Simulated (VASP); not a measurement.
Here is a VASP 6.6.1 calculation.

Contents of INCAR:

```
PREC = Accurate ; ENCUT = 520
EDIFF = 1E-6 ; ISMEAR = 0
SIGMA = 0.1 ; LREAL = F
LASPH = T ; NELM = 100
ALGO = Normal ; ISIF = 2
LWAVE = F ; LCHARG = T
GGA = PE ; LELF = T
LVHAR = T ; NBANDS = 30
```

File KPOINTS:

```
regular mesh
0
Gamma
  10 10 10
```

Contents of POSCAR:

```
Sc
1.0
   -3.0577806761      3.0577806761      2.5173747421
    3.0577806761     -3.0577806761      2.5173747421
    3.0577806761      3.0577806761     -2.5173747421
Sc
4
Direct
    0.1568609567      0.3431390433      0.5000000000
    0.6568609567      0.1568609567      0.8137219034
    0.3431390433      0.8431390433      0.1862780966
    0.8431390433      0.6568609567      0.5000000000
```

Potentials or basis: VASP PAW PBE potentials, release 64 (Sc_sv).

Run with:

```console
$ cat potpaw_PBE.64/Sc_sv/POTCAR > POTCAR
$ mpirun -np 1 vasp_std > vasp.out
```

(1) What does it give for the pressure?

(2) Predict the band gap on the k mesh.

(3) What does it give for the largest force?

Results:

(1) 6.2 GPa.

(2) zero (band 22 reaches 4.04 eV, above the bottom of band 23 at 3.53 eV).

(3) 0.656 eV/Å.

Caveat: the cell differs from its parent crystal (strained).
